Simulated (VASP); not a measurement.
A run of VASP 6.6.1 is set up as follows.

Contents of INCAR:

```
  PREC = Accurate
  ENCUT = 520
  EDIFF = 1E-6
  ISMEAR = 0
  SIGMA = 0.1
  LREAL = False
  LASPH = True
  NELM = 80
  ALGO = Normal
  ISIF = 2
  LWAVE = False
  LCHARG = False
  GGA = PE
  NBANDS = 18
```

KPOINTS

```
Automatic mesh
0
Gamma
  10 10 14
```

The input POSCAR:

```
B3As2
1.0
    2.2887848836     -5.5249976636      0.0000000000
    2.2887848836      5.5249976636      0.0000000000
    0.0000000000      0.0000000000      2.8823331384
B As
3 2
Direct
    0.6904668148      0.6904668148      0.5000000000
    0.3095331852      0.3095331852      0.5000000000
    0.5000000000      0.5000000000      0.0000000000
    0.8560743525      0.1439256475      0.5000000000
    0.1439256475      0.8560743525      0.5000000000
```

Potentials or basis: VASP PAW PBE potentials, release 64 (B, As).

Launch:

```sh
$ cat potpaw_PBE.64/B/POTCAR potpaw_PBE.64/As/POTCAR > POTCAR
$ mpirun -np 1 vasp_std > vasp.out
```

Problem. Estimate the largest force.

Solution. 0.044 eV/Å.

Problem. Predict the band gap on the k mesh.

Solution. Zero (an odd number of electrons rules out a gap without spin polarisation).

Problem. What does it give for the pressure?

Solution. 0.2 GPa.

Stress tensor (GPa, compression positive):
```
0.25 0.00 0.00
0.00 0.25 0.00
0.00 0.00 0.05
```
